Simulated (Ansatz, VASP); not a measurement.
## Rb2As: VASP beside Ansatz

```
CELL_PARAMETERS angstrom
-2.22175 2.22175 5.56733
2.22175 -2.22175 5.56733
2.22175 2.22175 -5.56733
ATOMIC_POSITIONS crystal
Rb 0.34721 0.34721 0.00000
Rb 0.65279 0.65279 0.00000
As 0.00000 0.00000 0.00000
```

Alike in both runs: functional PBE; dispersion D3(BJ); k mesh 10 × 10 × 10; occupations gaussian, width 0.1 eV; no spin polarisation.

Ansatz relaxed the structure, and its values are those at the end. VASP's run is a single point on that final structure, the one shown.

|  | VASP | Ansatz |
| --- | --- | --- |
| version | VASP 6.6.1 | Ansatz 0.2.0 |
| potentials or method | VASP PAW PBE potentials, release 64 (Rb_sv, As), cutoff 520 eV | scalar-relativistic, plane waves, PAW |
| valence electrons in the cell | 23 | 33 |

|  | VASP | Ansatz | Ansatz less VASP |
| --- | --- | --- | --- |
| gap on the k mesh at the Fermi level (eV) | none | none | - |
| pressure (GPa) | 0.1 | 0.0 | -0.04 |

A gap of «none» marks a metal or a gap that the smearing closes. VASP's potentials hold 23 valence electrons a cell and Ansatz's 33, so a difference there can come from the potentials and not from the codes.
